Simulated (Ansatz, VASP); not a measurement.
Ga3O2 in VASP and in Ansatz

INCAR

```
SYSTEM = Ga3O2
PREC     = Accurate       ! precision mode
ENCUT    = 520            ! plane-wave cutoff, eV
EDIFF    = 1E-6           ! SCF threshold, eV
ISMEAR   = 0              ! smearing method
SIGMA    = 0.1            ! smearing width, eV
LREAL    = .False.        ! projectors in reciprocal space
LASPH    = .True.         ! aspherical terms in the spheres
NELM     = 150            ! most SCF steps
ALGO     = Normal         ! electronic algorithm
ISIF     = 2              ! what is computed and relaxed
LWAVE    = .False.        ! write WAVECAR
LCHARG   = .True.         ! write CHGCAR
ISPIN    = 2              ! spin polarisation
MAGMOM   = 0 0 0 1 1      ! initial moments
LORBIT   = 11             ! projections on sites
GGA      = PE             ! functional
LELF     = .True.         ! ELF
LVHAR    = .True.       
NBANDS   = 38             ! bands
```

The input KPOINTS:

```
regular mesh
0
Gamma
  4 4 4
  0 0 0
```

Contents of POSCAR:

```
Ga3O2
1.0
    3.8656899400      0.0000000000      0.0000000000
    0.0000000000      3.8656899400      0.0000000000
    0.0000000000      0.0000000000      6.0035560100
Ga O
3 2
Direct
    0.0000000000      0.0000000000      0.6474508500
    0.0000000000      0.0000000000      0.3525491500
    0.5000000000      0.5000000000      0.5000000000
    0.0000000000      0.0000000000      0.1250947700
    0.0000000000      0.0000000000      0.8749052300
```

Input for Ansatz:

```yaml
crystal:
  lattice:
    - [3.86568994, 0.0, 0.0]
    - [0.0, 3.86568994, 0.0]
    - [0.0, 0.0, 6.00355601]
  atoms:
    - { symbol: Ga, position: [0.0, 0.0, 0.64745085] }
    - { symbol: Ga, position: [0.0, 0.0, 0.35254915] }
    - { symbol: Ga, position: [0.5, 0.5, 0.5] }
    - { symbol: O, position: [0.0, 0.0, 0.12509477], spin: 1.0 }
    - { symbol: O, position: [0.0, 0.0, 0.87490523], spin: 1.0 }
basis:
  ecutwfc: 420
kpoints:
  mp_grid: { grid: [4, 4, 4] }
hamiltonian:
  xc: pbe
scf:
  occupations: { method: gaussian, width: 0.1 }
  lower_state_search: "off"
output:
  forces: true
  stress: true
  eigenvalues: true
  populations: true
magnetization:
  spin_polarized: true
```

Alike in both runs: task single point; functional PBE; k mesh 4 × 4 × 4; occupations gaussian, width 0.1 eV; collinear spin.

|  | VASP | Ansatz |
| --- | --- | --- |
| version | VASP 6.6.1 | Ansatz 0.2.0 |
| potentials or method | VASP PAW PBE potentials, release 64 (Ga_d, O), cutoff 520 eV | scalar-relativistic, plane waves, PAW |
| valence electrons in the cell | 51 | 51 |

|  | VASP | Ansatz | Ansatz less VASP |
| --- | --- | --- | --- |
| gap on the k mesh at the Fermi level (eV) | none | none | - |
| rms of the force components (eV/Å) | 9.940 | 10.961 | +1.0208 |
| net moment per atom (μB) | 0.00 | 0.00 | 0.000 |

Atom by atom the forces differ by 1.272 eV/Å (rms over components). A gap of «none» marks a metal or a gap that the smearing closes. The functional is the same, so the differences come from potentials, cutoffs and numerics. Ansatz's warnings: seeded moment not kept.

The k mesh is coarse, so the values compare programs but aren't converged.
